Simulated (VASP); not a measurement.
Here is a VASP 6.6.1 calculation.

The input INCAR:

```
ALGO = Normal ; EDIFF = 1E-6
ENCUT = 560 ; GGA_COMPAT = False
ISIF = 2 ; ISMEAR = 0
LASPH = True ; LCHARG = False
LREAL = False ; LWAVE = False
NBANDS = 54 ; NELM = 120
PREC = Accurate ; SIGMA = 0.1
```

Contents of KPOINTS:

```
k-points
0
Gamma
  6 6 6
```

The input POSCAR:

```
ScIr2
1.0
    0.0000000000      3.6740000000      3.6740000000
    3.6740000000      0.0000000000      3.6740000000
    3.6740000000      3.6740000000      0.0000000000
Sc Ir
2 4
Direct
    0.0000000000      0.0000000000      0.0000000000
    0.2500000000      0.2500000000      0.2500000000
    0.6250000000      0.6250000000      0.6250000000
    0.1250000000      0.6250000000      0.6250000000
    0.6250000000      0.6250000000      0.1250000000
    0.6250000000      0.1250000000      0.6250000000
```

Potentials or basis: VASP PAW LDA potentials, release 64 (Sc_sv, Ir_sv_GW).

Command:

```console
$ cat potpaw_LDA.64/Sc_sv/POTCAR potpaw_LDA.64/Ir_sv_GW/POTCAR > POTCAR
$ mpirun -np 1 vasp_std > vasp.out
```

**Question.** Predict the pressure.

**Answer.** -7.1 GPa.

**Question.** Estimate the band gap on the k mesh.

**Answer.** Zero (bands 45 and 46 overlap by 0.62 eV).

Caveat: the cell stands under tension; spin-orbit coupling is left out, which moves the levels of the heavy elements.
